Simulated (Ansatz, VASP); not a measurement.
# One calculation of Y5Ti, two programs

INCAR

```
SYSTEM = Y5Ti
ALGO = Normal
EDIFF = 1E-7
EDIFFG = -0.04
ENCUT = 500
GGA = PE
GGA_COMPAT = .FALSE.
IBRION = 2
ISIF = 3
ISMEAR = 0
LASPH = .TRUE.
LCHARG = .FALSE.
LREAL = .FALSE.
LWAVE = .FALSE.
NELM = 120
NELMIN = 4
NSW = 90
PREC = Accurate
SIGMA = 0.1
```

Contents of KPOINTS:

```
k-points
0
G
  4 4 4
  0 0 0
```

The input POSCAR:

```
Y5Ti
1.0
    0.0000000000      3.9675215700      3.9675215700
    3.9675215700      0.0000000000      3.9675215700
    3.9675215700      3.9675215700      0.0000000000
Y Ti
5 1
Direct
    0.2500000000      0.2500000000      0.2500000000
    0.6237722100      0.1286833600      0.6237722100
    0.6237722100      0.6237722100      0.1286833600
    0.6237722100      0.6237722100      0.6237722100
    0.1286833600      0.6237722100      0.6237722100
    0.0000000000      0.0000000000      0.0000000000
```

Input for Ansatz:

```yaml
crystal:
  lattice:
    - [0.0, 3.96752157, 3.96752157]
    - [3.96752157, 0.0, 3.96752157]
    - [3.96752157, 3.96752157, 0.0]
  atoms:
    - { symbol: "Y", position: [0.25, 0.25, 0.25] }
    - { symbol: "Y", position: [0.62377221, 0.12868336, 0.62377221] }
    - { symbol: "Y", position: [0.62377221, 0.62377221, 0.12868336] }
    - { symbol: "Y", position: [0.62377221, 0.62377221, 0.62377221] }
    - { symbol: "Y", position: [0.12868336, 0.62377221, 0.62377221] }
    - { symbol: Ti, position: [0.0, 0.0, 0.0] }
basis:
  ecutwfc: 420
kpoints:
  mp_grid: { grid: [4, 4, 4] }
hamiltonian:
  xc: pbe
scf:
  occupations: { method: gaussian, width: 0.1 }
  lower_state_search: "off"
output:
  forces: true
  stress: true
  eigenvalues: true
relax:
  adjacent_minimum: "off"
  f_tol: 0.04
  max_steps: 70
  cell: { stress_tol: 0.4 }
```

Change from the starting cell: species swapped into the TbCu5 type (F-43m, No. 216).

Alike in both runs: task relaxation of cell and atoms; functional PBE; k mesh 4 × 4 × 4; occupations gaussian, width 0.1 eV; no spin polarisation.

```csv
,VASP,Ansatz
version,VASP 6.6.1,Ansatz 0.2.0
potentials or method,"VASP PAW PBE potentials, release 64 (Y_sv, Ti_sv), cutoff 500 eV","scalar-relativistic, plane waves, PAW"
valence electrons in the cell,67,67
```

VASP gave:

```
gap on the k mesh at the Fermi level, each at its own relaxed structure (eV) : none
relaxed volume (Å³/atom)                                                     : 30.94
relaxed cell length with the largest relative difference (Å)                 : 6.403
```

Task: What did Ansatz give for the same quantities?

Result: gap on the k mesh at the Fermi level, each at its own relaxed structure (eV): none; relaxed volume (Å³/atom): 30.96; relaxed cell length with the largest relative difference (Å): 6.405.

A gap of «none» marks a metal or a gap that the smearing closes.

Noted on VASP's run: the volume moved by over 15 % at a fixed basis, so the end points are rough.
